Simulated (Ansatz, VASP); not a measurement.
**YZr in VASP and in Ansatz**

File INCAR:

```
PREC     = Accurate       # precision mode
ENCUT    = 500            # plane-wave cutoff, eV
EDIFF    = 1E-6           # SCF threshold, eV
ISMEAR   = 1              # smearing method
SIGMA    = 0.15           # smearing width, eV
LREAL    = False          # projectors in reciprocal space
LASPH    = True           # aspherical terms in the spheres
NELM     = 120            # most SCF steps
ALGO     = Normal         # electronic algorithm
ISIF     = 2              # what is computed and relaxed
LWAVE    = False          # write WAVECAR
LCHARG   = False          # write CHGCAR
GGA      = CA             # functional
NBANDS   = 18             # bands
GGA_COMPAT= False
```

KPOINTS

```
Automatic mesh
0
Gamma
  5 5 3
```

Contents of POSCAR:

```
YZr
1.0
    3.4235830000      0.0000000000      0.0000000000
   -1.7117915000      2.9649098500      0.0000000000
    0.0000000000      0.0000000000      5.4025870000
Y Zr
1 1
Direct
    0.6666666667      0.3333333333      0.5000000000
    0.3333333333      0.6666666667      0.0000000000
```

Input for Ansatz:

```yaml
crystal:
  lattice:
    a: 3.423583
    b: 3.423583
    c: 5.402587
    alpha: 90.0
    beta: 90.0
    gamma: 120.0
  space_group: 187
  atoms:
    - { symbol: "Y", position: [0.6666666666666666, 0.3333333333333333, 0.5] }
    - { symbol: Zr, position: [0.3333333333333333, 0.6666666666666666, 0.0] }
kpoints:
  mp_grid:
    grid: [5, 5, 3]
hamiltonian:
  xc: lda
scf:
  convergence:
    dr2_threshold: 1.0e-07
  occupations:
    method: cold
    width: 0.15
output:
  forces: true
  stress: true
```

Alike in both runs: task single point; functional LDA; k mesh 5 × 5 × 3; no spin polarisation.

|  | VASP | Ansatz |
| --- | --- | --- |
| version | VASP 6.6.1 | Ansatz 0.2.0 |
| potentials or method | VASP PAW LDA potentials, release 64 (Y_sv, Zr_sv) | plane waves, PAW |
| plane-wave cutoff (eV) | 500 | 420 |
| occupations | methfessel-paxton of order 1, width 0.15 eV | cold, width 0.15 eV |
| valence electrons in the cell | 23 | 23 |

Ansatz gave:

```
pressure (GPa)                                                : -5.5
traceless stress, the component that is largest in VASP (GPa) : -1.07
```

Problem. Which values does VASP return?

Solution. Pressure (GPa): -5.5; traceless stress, the component that is largest in VASP (GPa): -0.93.

LDA's correlation is that of Perdew and Zunger in VASP and of Perdew and Wang (1992) in Ansatz. Ansatz's warnings: stress scf threshold loose.

The k mesh is coarse, so the values compare programs but aren't converged.
